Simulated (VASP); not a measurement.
# Y (P6_3/mmc) in VASP: further runs, part 2 of 2

VASP 6.6.1. The steps go on from the part before.

### 3 Single point, PBE

Input file INCAR:

```
PREC     = Accurate       # precision mode
ENCUT    = 520            # plane-wave cutoff, eV
EDIFF    = 1E-6           # SCF threshold, eV
ISMEAR   = 1              # smearing method
SIGMA    = 0.01           # smearing width, eV
LREAL    = F              # projectors in reciprocal space
LASPH    = T              # aspherical terms in the spheres
NELM     = 100            # most SCF steps
ALGO     = Normal         # electronic algorithm
ISIF     = 2              # what is computed and relaxed
LWAVE    = F              # write WAVECAR
LCHARG   = F              # write CHGCAR
GGA      = PE             # functional
NBANDS   = 18             # bands
```

Input file KPOINTS:

```
Automatic mesh
0
Gamma
  10 10 6
```

Input file POSCAR:

```
Y
1.0
    3.6535431712      0.0000000000      0.0000000000
   -1.8267715856      3.1640612001      0.0000000000
    0.0000000000      0.0000000000      5.6988610241
Y
2
Direct
    0.3333333333      0.6666666667      0.2500000000
    0.6666666667      0.3333333333      0.7500000000
```

Potentials or basis: VASP PAW PBE potentials, release 64 (Y_sv).

The run is started by

```sh
$ cat potpaw_PBE.64/Y_sv/POTCAR > POTCAR
$ mpirun -np 1 vasp_std > vasp.out
```

OUTCAR:

```text
PREC = Accurate
   ENCUT = 520
   EDIFF = 1E-6
   ISMEAR = 1
   LREAL = F
   LASPH = T
   NELM = 100
   ISIF = 2
   GGA = PE

 ion  position               nearest neighbor table
   1  0.333  0.667  0.250-   2 3.55   2 3.55   2 3.55   2 3.55   2 3.55   2 3.55
   2  0.667  0.333  0.750-   1 3.55   1 3.55   1 3.55   1 3.55   1 3.55   1 3.55

  LATTYP: Found a hexagonal cell.
 ALAT       =     3.6535431712
 C/A-ratio  =     1.5598176228

  Lattice vectors:

 A1 = (   3.6535431712,   0.0000000000,   0.0000000000)
 A2 = (  -1.8267715856,   3.1640612001,   0.0000000000)
 A3 = (   0.0000000000,   0.0000000000,   5.6988610241)

Analysis of symmetry for initial positions (statically):
=====================================================================
 Subroutine PRICEL returns:
 Original cell was already a primitive cell.

 Routine SETGRP: Setting up the symmetry group for a
 hexagonal supercell.

 Subroutine GETGRP returns: Found 24 space group operations
 (whereof 12 operations were pure point group operations)
 out of a pool of 24 trial point group operations.

The static configuration has the point symmetry D_3d.
 The point group associated with its full space group is D_6h.

Analysis of symmetry for dynamics (positions and initial velocities):
=====================================================================
 Subroutine PRICEL returns:
 Original cell was already a primitive cell.

 Routine SETGRP: Setting up the symmetry group for a
 hexagonal supercell.

 Subroutine GETGRP returns: Found 24 space group operations
 (whereof 12 operations were pure point group operations)
 out of a pool of 24 trial point group operations.

The dynamic configuration has the point symmetry D_3d.
 The point group associated with its full space group is D_6h.

 Subroutine INISYM returns: Found 24 space group operations
 (whereof 12 operations are pure point group operations),
 and found     1 'primitive' translations

----------------------------------------------------------------------------------------

                                     Primitive cell

  volume of cell :      65.8790

  direct lattice vectors                    reciprocal lattice vectors
     3.653543171  0.000000000  0.000000000     0.273706907  0.158024756  0.000000000
    -1.826771586  3.164061200  0.000000000     0.000000000  0.316049513  0.000000000
     0.000000000  0.000000000  5.698861024     0.000000000  0.000000000  0.175473660

  length of vectors
     3.653543171  3.653543171  5.698861024     0.316049513  0.316049513  0.175473660

  position of ions in fractional coordinates (direct lattice)
     0.333333333  0.666666667  0.250000000
     0.666666667  0.333333333  0.750000000

  ion indices of the primitive-cell ions
   primitive index   ion index
                 1           1
                 2           2

----------------------------------------------------------------------------------------

 KPOINTS: Automatic mesh

Automatic generation of k-mesh.
 Grid dimensions read from file:
 generate k-points for:   10   10    6

 Generating k-lattice:

  Cartesian coordinates                     Fractional coordinates (reciprocal lattice)
     0.027370691  0.015802476  0.000000000     0.100000000  0.000000000  0.000000000
     0.000000000  0.031604951  0.000000000     0.000000000  0.100000000  0.000000000
     0.000000000  0.000000000  0.029245610     0.000000000  0.000000000  0.166666667

  Length of vectors
     0.031604951  0.031604951  0.029245610

  Shift w.r.t. Gamma in fractional coordinates (k-lattice)
     0.000000000  0.000000000  0.000000000

 Subroutine IBZKPT returns following result:
 ===========================================

 Found     56 irreducible k-points:

 Following reciprocal coordinates:
            Coordinates               Weight
  0.000000  0.000000  0.000000      1.000000
  0.100000  0.000000  0.000000      6.000000
  0.200000  0.000000  0.000000      6.000000
  0.300000 -0.000000  0.000000      6.000000
  0.400000 -0.000000  0.000000      6.000000
  0.500000  0.000000  0.000000      3.000000
[... 16 lines left out ...]
  0.300000  0.100000  0.166667     24.000000
  0.400000  0.100000  0.166667     24.000000
 [... further k-points ...]
   k-points           NKPTS =     56   k-points in BZ     NKDIM =     56   number of bands    NBANDS=     18
   number of dos      NEDOS =    301   number of ions     NIONS =      2
   total plane-waves  NPLWV =  32928
   dimension x,y,z NGX =    28 NGY =   28 NGZ =   42
   dimension x,y,z NGXF=    56 NGYF=   56 NGZF=   84
   ions per type =               2
   NGX,Y,Z   is equivalent  to a cutoff of  12.74, 12.74, 12.25 a.u.
   NGXF,Y,Z  is equivalent  to a cutoff of  25.48, 25.48, 24.50 a.u.
 SYSTEM =  unknown system
   PREC   = accura    normal or accurate (medium, high low for compatibility)
   ISTART =      0    job   : 0-new  1-cont  2-samecut
   ICHARG =      2    charge: 1-file 2-atom 10-const
   ISPIN  =      1    spin polarized calculation?
   LNONCOLLINEAR =      F non collinear calculations
   LSORBIT =      F    spin-orbit coupling
   LASPH  =      T    aspherical Exc in radial PAW
   ENCUT  =  520.0 eV  38.22 Ry    6.18 a.u.   6.79  6.79 10.60*2*pi/ulx,y,z
   NELM   =    100;   NELMIN=  2; NELMDL= -5     # of ELM steps
   EDIFF  = 0.1E-05   stopping-criterion for ELM
   LREAL  =      F    real-space projection
   EDIFFG = 0.1E-04   stopping-criterion for IOM
   NSW    =      0    number of steps for IOM
   IBRION =     -1    ionic relax: 0-MD 1-quasi-New 2-CG
   NFREE  =      0    steps in history (QN), initial steepest desc. (CG)
   ISIF   =      2    stress and relaxation
   ISYM   =      2    0-nonsym 1-usesym 2-fastsym
   POTIM  = 0.5000    time-step for ionic-motion
   TEBEG  =    0.0;   TEEND  =   0.0 temperature during run
   PSTRESS=    0.0 pullay stress
   NELECT =      22.0000    total number of electrons
   NUPDOWN=      -1.0000    fix difference up-down
   EMIN   =  10.00;   EMAX   =-10.00  energy-range for DOS
   EFERMI =   0.00;   METHOD = LEGACY
   ISMEAR =     1;   SIGMA  =   0.01  broadening in eV -4-tet -1-fermi 0-gaus
   EFERMI_NEDOS =   21; number of points for ismear=-14 and -15
   IALGO  =     38    algorithm
   IMIX   =      4    mixing-type and parameters
     AMIX     =   0.40;   BMIX     =  1.00
     AMIX_MAG =   1.60;   BMIX_MAG =  1.00
  volume/ion in A,a.u.               =      32.94       222.29
  Fermi-wavevector in a.u.,A,eV,Ry     =   1.135795  2.146342 17.551931  1.290031
  Thomas-Fermi vector in A             =   2.272500
   LORBIT       =      0    0 simple, 1 ext, 2 COOP (PROOUT), +10 PAW based schemes
   GGA     = PE    functional components
   LHFCALC =     F    Hartree Fock is set to
   AEXX    =    0.0000 exact exchange contribution
   IVDW    =     0    specifies the selected vdW correction
   LEPSILON=     F    determine dielectric tensor
   LRPA    =     F    only Hartree local field effects (RPA)
 non-spin polarized calculation
 Methfessel and Paxton  Order N= 1 SIGMA  =   0.01
  energy-cutoff  :      520.00
  volume of cell :       65.88
 maximum number of plane-waves:      1784
 NGX is ok and might be reduce to    28
   NGX = 13   NGY = 13   NGZ = 21

 number of electron      22.0000000 magnetization

 Free energy of the ion-electron system (eV)
  ---------------------------------------------------
  ext. energy  EPLUGINS =         0.00000000
  ---------------------------------------------------
  free energy    TOTEN  =       -12.87235429 eV

  energy without entropy =      -12.87239156  energy(sigma->0) =      -12.87236671

 E-fermi :   2.9615     XC(G=0):  -9.4159

 val. band max:        2.9547689746   @ k =   0.4000  -0.0000   0.0000
 cond. band min:       2.9857127387   @ k =   0.4000  -0.0000   0.1667
 fundamental gap:      0.0309437641
 Fermi energy:         2.9614548364

 k-point     1 :       0.0000    0.0000    0.0000
  band No.  band energies     occupation
      1     -39.7128      2.00000
      2     -39.6389      2.00000
      3     -19.9855      2.00000
      4     -19.5180      2.00000
      5     -19.5180      2.00000
      6     -19.4270      2.00000
[... 10 lines left out ...]
     17       5.7350      0.00000
     18       5.7350      0.00000
[... 463 lines left out ...]
 k-point    24 :       0.4000    0.1000    0.1667
  band No.  band energies     occupation
      1     -39.6528      2.00000
      2     -39.6317      2.00000
      3     -19.8937      2.00000
      4     -19.8006      2.00000
      5     -19.6935      2.00000
      6     -19.6284      2.00000
[... 10 lines left out ...]
     17       7.7506      0.00000
     18       7.9904      0.00000

 [... further k-points ...]

------------------------ aborting loop because EDIFF is reached ----------------------------------------

  FORCE on cell =-STRESS in cart. coord.  units (eV):
  Direction    XX          YY          ZZ          XY          YZ          ZX
  --------------------------------------------------------------------------------------
  -------------------------------------------------------------------------------------
  Total       -0.0267483     -0.0267483     -0.2941267      0.0000000     -0.0000000      0.0000000
  in kB       -0.6505194     -0.6505194     -7.1531595      0.0000000     -0.0000000      0.0000000
  external PRESSURE =      -2.8180661 kB  Pullay stress =       0.0000000 kB

 VOLUME and BASIS-vectors are now :
 -----------------------------------------------------------------------------
  energy-cutoff  :      520.00
  volume of cell :       65.88
      direct lattice vectors                 reciprocal lattice vectors
     3.653543171  0.000000000  0.000000000     0.273706907  0.158024756  0.000000000
    -1.826771586  3.164061200  0.000000000     0.000000000  0.316049513  0.000000000
     0.000000000  0.000000000  5.698861024     0.000000000  0.000000000  0.175473660

 POSITION                                       TOTAL-FORCE (eV/Angst)
 -----------------------------------------------------------------------------------
     -0.00000      2.10937      1.42472         0.000000     -0.000000      0.000000
      1.82677      1.05469      4.27415        -0.000000      0.000000      0.000000
 -----------------------------------------------------------------------------------
    total drift:                               -0.000000      0.000000     -0.000000

  FREE ENERGIE OF THE ION-ELECTRON SYSTEM (eV)
  ---------------------------------------------------
  free  energy   TOTEN  =       -12.8723542948 eV

  energy  without entropy=      -12.8723915552  energy(sigma->0) =      -12.87236671
```

It took 1.9 min on 1 thread of Intel Xeon 8259CL, shared host; peak memory 0.22 GiB.

What came out:

* Free energy: -12.8724 eV
* Pressure: -0.3 GPa
* Band gap on the k mesh: zero (bands 11 and 12 overlap by 1.45 eV)

Levels at points of the mesh, in eV from the Fermi level:
| k point | band 8 | band 9 | band 10 | band 11 | band 12 | band 13 | band 14 | band 15 |
| --- | --- | --- | --- | --- | --- | --- | --- | --- |
| (0.00, 0.00, 0.00) | -22.35 | -4.66 | -1.82 | 0.94 | 1.76 | 1.76 | 2.11 | 2.37 |
| (0.50, 0.00, 0.00) | -22.44 | -1.65 | -1.15 | -0.78 | -0.10 | 1.44 | 1.47 | 2.11 |
| (0.00, 0.00, 0.50) | -22.43 | -3.21 | -3.21 | 1.00 | 1.00 | 1.67 | 1.67 | 1.67 |
| (0.50, 0.00, 0.50) | -22.50 | -1.62 | -1.62 | 0.10 | 0.10 | 1.40 | 1.40 | 2.77 |

### 4 Single point, PBE

Input file INCAR:

```
SYSTEM = Y
ALGO = Normal
EDIFF = 1E-6
ENCUT = 520
GGA = PE
ISIF = 2
ISMEAR = 1
LASPH = .TRUE.
LCHARG = .FALSE.
LREAL = .FALSE.
LWAVE = .FALSE.
NBANDS = 18
NELM = 80
PREC = Accurate
SIGMA = 0.03
```

Input file KPOINTS:

```
k-points
0
G
  10 10 6
  0 0 0
```

POSCAR is that of step 3.

The run is started by

```sh
$ cat potpaw_PBE.64/Y_sv/POTCAR > POTCAR
$ mpirun -np 1 vasp_std > vasp.out
```

Run time: 1.9 min. Hardware: 1 thread of Intel Xeon 8259CL, shared host; peak memory 0.22 GiB.

It converged, with:

```
Free energy            : -12.8723 eV
Pressure               : -0.3 GPa
Band gap on the k mesh : zero (bands 11 and 12 overlap by 1.45 eV)
```

Stress tensor (GPa, compression positive):
```
-0.07  0.00  0.00
 0.00 -0.07  0.00
 0.00  0.00 -0.71
```

Levels at points of the mesh, in eV from the Fermi level:
```tsv
k point	band 9	band 10	band 11	band 12	band 13	band 14
(0.00, 0.00, 0.00)	-4.67	-1.83	0.93	1.75	1.75	2.10
(0.50, 0.00, 0.00)	-1.66	-1.16	-0.78	-0.11	1.43	1.46
(0.00, 0.00, 0.50)	-3.22	-3.22	0.99	0.99	1.66	1.66
(0.50, 0.00, 0.50)	-1.63	-1.63	0.09	0.09	1.39	1.39
```

### 5 Single point, PBE

Input file INCAR:

```
PREC = Accurate ; ENCUT = 520
EDIFF = 1E-6 ; ISMEAR = 1
SIGMA = 0.1 ; LREAL = F
LASPH = T ; NELM = 100
ALGO = Normal ; ISIF = 2
LWAVE = F ; LCHARG = F
GGA = PE ; NBANDS = 18
```

Input file KPOINTS:

```
Automatic mesh
0
Gamma
  10 10 6
```

POSCAR is that of step 4.

The run is started by

```sh
$ cat potpaw_PBE.64/Y_sv/POTCAR > POTCAR
$ mpirun -np 1 vasp_std > vasp.out
```

Wall time 2 min (1 thread of Intel Xeon 8259CL, shared host); peak memory 0.22 GiB.

The run converged. Its results:

```
Free energy            : -12.8708 eV
Pressure               : -0.3 GPa
Band gap on the k mesh : zero (bands 11 and 12 overlap by 1.45 eV)
```

Stress tensor (GPa, compression positive):
```
-0.07  0.00  0.00
 0.00 -0.07  0.00
 0.00  0.00 -0.73
```

Levels at points of the mesh, in eV from the Fermi level:
```tsv
k point	band 8	band 9	band 10	band 11	band 12	band 13	band 14	band 15
(0.00, 0.00, 0.00)	-22.37	-4.68	-1.84	0.92	1.74	1.74	2.09	2.35
(0.50, 0.00, 0.00)	-22.47	-1.68	-1.18	-0.80	-0.13	1.42	1.45	2.08
(0.00, 0.00, 0.50)	-22.46	-3.24	-3.24	0.97	0.97	1.65	1.65	1.65
(0.50, 0.00, 0.50)	-22.52	-1.64	-1.64	0.08	0.08	1.38	1.38	2.75
```

### 6 Single point, PBE

Input file INCAR:

```
PREC = Accurate ; ENCUT = 520
EDIFF = 1E-6 ; ISMEAR = 1
SIGMA = 0.2 ; LREAL = F
LASPH = T ; NELM = 60
ALGO = Normal ; ISIF = 2
LWAVE = F ; LCHARG = F
GGA = PE ; NBANDS = 18
```

KPOINTS is that of step 5.

POSCAR is that of step 5.

Potentials or basis: VASP PAW PBE potentials, release 64 (Y_sv).

The run is started by

```sh
$ cat potpaw_PBE.64/Y_sv/POTCAR > POTCAR
$ mpirun -np 1 vasp_std > vasp.out
```

It took 2 min on 1 thread of Intel Xeon 8259CL, shared host; peak memory 0.22 GiB.

Results (log left out):

- Free energy: -12.8677 eV
- Pressure: -0.3 GPa
- Band gap on the k mesh: zero (bands 11 and 12 overlap by 1.45 eV)

Stress tensor (GPa, compression positive):
```
-0.11  0.00  0.00
 0.00 -0.11  0.00
 0.00  0.00 -0.56
```

Levels at points of the mesh, in eV from the Fermi level:
```
           k point  band 7  band 8  band 9  band 10  band 11  band 12  band 13  band 14  band 15  band 16
(0.00, 0.00, 0.00)  -22.41  -22.37   -4.68    -1.84     0.92     1.74     1.74     2.09     2.35     2.35
(0.50, 0.00, 0.00)  -22.52  -22.46   -1.67    -1.17    -0.80    -0.12     1.42     1.45     2.09     4.98
(0.00, 0.00, 0.50)  -22.45  -22.45   -3.23    -3.23     0.98     0.98     1.65     1.65     1.65     1.65
(0.50, 0.00, 0.50)  -22.52  -22.52   -1.64    -1.64     0.08     0.08     1.38     1.38     2.75     2.75
```

### 7 The runs side by side

| smearing | gap on the mesh (eV) | pressure (GPa) |
| --- | --- | --- |
| gaussian 1 eV | none | 1.2 |
| methfessel-paxton 0.01 eV | none | -0.3 |
| methfessel-paxton 0.03 eV | none | -0.3 |
| methfessel-paxton 0.1 eV | none | -0.3 |
| methfessel-paxton 0.2 eV | none | -0.3 |

Alike in all rows: task single point; level PBE; potentials or basis VASP PAW PBE potentials, release 64 (Y_sv); no spin polarisation; cell as given; k mesh 10 × 10 × 6; cutoff (eV) 520.

Caveats: so wide a smearing shifts energies and pressures (at least some runs).

Total energies depend on the potentials used, so only differences within one code and one set of settings carry meaning.

The gap in the log of VASP goes by the Fermi energy; the results here count the filled bands.